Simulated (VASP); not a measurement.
Input of a VASP 6.6.1 run:

The input INCAR:

```
ALGO = Normal
EDIFF = 1E-6
ENCUT = 600
GGA = PS
GGA_COMPAT = False
ISIF = 2
ISMEAR = 0
LASPH = True
LCHARG = False
LDAU = True
LDAUJ = 0 0 0
LDAUL = 2 -1 -1
LDAUPRINT = 1
LDAUTYPE = 2
LDAUU = 3.5 0 0
LMAXMIX = 4
LREAL = False
LWAVE = False
NBANDS = 52
NELM = 200
PREC = Accurate
SIGMA = 0.05
```

KPOINTS

```
k-points
0
Gamma
  4 4 4
```

POSCAR

```
Mg7MnO8
1.0
    0.0000000000      4.2136000000      4.2136000000
    4.2136000000      0.0000000000      4.2136000000
    4.2136000000      4.2136000000      0.0000000000
Mn Mg O
1 7 8
Direct
    0.9994375189      0.0000793756      0.9997353717
    0.9995924742      0.9999178062      0.4997091621
    0.9994787365      0.5001081111      0.9997227622
    0.9995185045      0.5000247038      0.4996175138
    0.4996163378      0.9999884542      0.9996875225
    0.4995184139      0.9999864869      0.4997178456
    0.4995108924      0.5000872340      0.9995380577
    0.4995098776      0.4999239590      0.4996392746
    0.2496160719      0.2498538451      0.2495131605
    0.2547887602      0.2551890470      0.7443658653
    0.2547675979      0.7446503611      0.2548135295
    0.2547091246      0.7447083828      0.7444597565
    0.7442599124      0.2550618691      0.2548583462
    0.7443752899      0.2551165786      0.7442849112
    0.7443363235      0.7445539182      0.2548965965
    0.7495767050      0.7498877220      0.7496300797
```

Potentials or basis: VASP PAW PBE potentials, release 64 (Mn_pv, Mg, O).

The run is started by

```sh
$ cat potpaw_PBE.64/Mn_pv/POTCAR potpaw_PBE.64/Mg/POTCAR potpaw_PBE.64/O/POTCAR > POTCAR
$ mpirun -np 1 vasp_std > vasp.out
```

Problem. Predict the largest force.

Solution. 0.755 eV/Å.

Problem. Estimate the pressure.

Solution. -3.0 GPa.

Problem. Predict the band gap on the k mesh.

Solution. Zero (an odd number of electrons rules out a gap without spin polarisation).

Forces in eV/Å, atoms in the order of the input:
```
Mn  -0.012 -0.001 -0.001
Mg  -0.004 -0.005  0.000
Mg  -0.012  0.000 -0.006
Mg  -0.004  0.003 -0.003
Mg  -0.003 -0.006 -0.004
Mg  -0.004 -0.003 -0.002
Mg  -0.003  0.004 -0.005
Mg  -0.001  0.000 -0.001
O    0.008  0.003  0.001
O    0.004  0.001 -0.753
O    0.006 -0.747  0.004
O    0.747  0.000  0.005
O   -0.742  0.002  0.007
O    0.008  0.752  0.002
O    0.008 -0.002  0.755
O    0.004 -0.001  0.001
```

Caveat: the PAW data sets were made with another functional, which shifts forces and pressure a little; an odd number of electrons without spin polarisation forces a metal; a magnetic or distorted state may lie lower; the run has no spin polarisation, though such a crystal can be magnetic; U without spin polarisation on a metal has little footing. Spin polarisation is off, so any magnetic state and its effect on volume and gap are missing.
